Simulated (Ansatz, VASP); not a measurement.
# Mg3SnO in VASP and in Ansatz

```
CELL_PARAMETERS angstrom
4.34514 0.00000 0.00000
0.00000 4.34514 0.00000
0.00000 0.00000 4.34514
ATOMIC_POSITIONS crystal
Sn 0.00000 0.00000 0.00000
O 0.50000 0.50000 0.50000
Mg 0.50000 0.50000 0.00000
Mg 0.50000 0.00000 0.50000
Mg 0.00000 0.50000 0.50000
```

Alike in both runs: task single point; functional PBE0; k mesh 4 × 4 × 4; occupations fermi-dirac, width 0.02 eV; no spin polarisation.

|  | VASP | Ansatz |
| --- | --- | --- |
| version | VASP 6.6.1 | Ansatz 0.2.0 |
| potentials or method | VASP PAW PBE potentials, release 64 (Sn_d, O, Mg) | plane waves, PAW |
| plane-wave cutoff (eV) | 520 | 420 |
| valence electrons in the cell | 26 | 50 |

```tsv
	VASP	Ansatz	Ansatz less VASP
gap on the k mesh at the Fermi level (eV)	1.28	1.12	-0.153
pressure (GPa)	-0.2	0.1	+0.32
```

The functional is the same, so the differences come from potentials, cutoffs and numerics. VASP's potentials hold 26 valence electrons a cell and Ansatz's 50, so a difference there can come from the potentials and not from the codes. Ansatz's warnings: stress exchange threshold loose, stress scf threshold loose.
